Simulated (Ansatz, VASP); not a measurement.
**Hf in VASP and in Ansatz**

The input INCAR:

```
SYSTEM = Hf
PREC = Accurate
ENCUT = 520
EDIFF = 1E-6
ISMEAR = 0
SIGMA = 0.15
LREAL = .False.
LASPH = .True.
NELM = 60
ALGO = Normal
ISIF = 2
LWAVE = .False.
LCHARG = .False.
GGA = CA
NBANDS = 11
```

Contents of KPOINTS:

```
Automatic mesh
0
Gamma
  20 20 20
  0 0 0
```

The input POSCAR:

```
Hf
1.0
    0.0000000000      2.1754468340      2.0138111342
    2.1754468340      0.0000000000      2.0138111342
    2.1754468340      2.1754468340      0.0000000000
Hf
1
Direct
    0.0000000000      0.0000000000      0.0000000000
```

Input for Ansatz:

```yaml
crystal:
  lattice:
    - [0.0, 2.175446834, 2.0138111342]
    - [2.175446834, 0.0, 2.0138111342]
    - [2.175446834, 2.175446834, 0.0]
  atoms:
    - { symbol: Hf, position: [0.0, 0.0, 0.0] }
basis:
  ecutwfc: 420
kpoints:
  mp_grid: { grid: [20, 20, 20] }
hamiltonian:
  xc: lda
scf:
  occupations: { method: gaussian, width: 0.15 }
output:
  forces: true
  stress: true
  eigenvalues: true
```

Alike in both runs: task single point; functional LDA; k mesh 20 × 20 × 20; occupations gaussian, width 0.15 eV; no spin polarisation.

|  | VASP | Ansatz |
| --- | --- | --- |
| version | VASP 6.6.1 | Ansatz 0.2.0 |
| potentials or method | VASP PAW LDA potentials, release 64 (Hf_pv), cutoff 520 eV | scalar-relativistic, plane waves, PAW |
| valence electrons in the cell | 10 | 26 |

VASP gave:

| Quantity | Value |
| --- | --- |
| gap on the k mesh at the Fermi level (eV) | none |
| pressure (GPa) | 11.2 |
| traceless stress, the component that is largest in VASP (GPa) | 2.38 |

**Question.** Which values does Ansatz return?

**Answer.** gap on the k mesh at the Fermi level (eV): none; pressure (GPa): 11.1; traceless stress, the component that is largest in VASP (GPa): 2.35.

LDA's correlation is that of Perdew and Zunger in VASP and of Perdew and Wang (1992) in Ansatz. A gap of «none» marks a metal or a gap that the smearing closes. VASP's potentials hold 10 valence electrons a cell and Ansatz's 26, so a difference there can come from the potentials and not from the codes.

Spin-orbit coupling is off throughout.
